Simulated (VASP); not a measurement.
A run of VASP 6.6.1 is set up as follows.

Contents of INCAR:

```
SYSTEM = Fe
ALGO = Normal
EDIFF = 1E-7
ENCUT = 520
GGA = PE
ISIF = 2
ISMEAR = -1
LASPH = .True.
LCHARG = .True.
LELF = .True.
LREAL = .False.
LVHAR = .True.
LWAVE = .False.
NBANDS = 15
NELM = 80
PREC = Accurate
SIGMA = 0.1
```

File KPOINTS:

```
k-points
0
Gamma
  24 24 13
  0 0 0
```

Contents of POSCAR:

```
Fe
1.0
    2.3588643793      0.0000000000      0.0000000000
   -1.1794321897      2.0428364765      0.0000000000
    0.0000000000      0.0000000000      3.7301930173
Fe
2
Direct
    0.3333333333      0.6666666667      0.2500000000
    0.6666666667      0.3333333333      0.7500000000
```

Potentials or basis: VASP PAW PBE potentials, release 64 (Fe).

Run with:

```bash
$ cat potpaw_PBE.64/Fe/POTCAR > POTCAR
$ mpirun -np 1 vasp_std > vasp.out
```

(1) Predict the pressure.

(2) Estimate the band gap on the k mesh.

Results:

(1) 48.2 GPa.

(2) zero (bands 8 and 9 overlap by 2.27 eV).

Caveat: the cell stands under pressure; the run has no spin polarisation, though such a crystal can be magnetic.
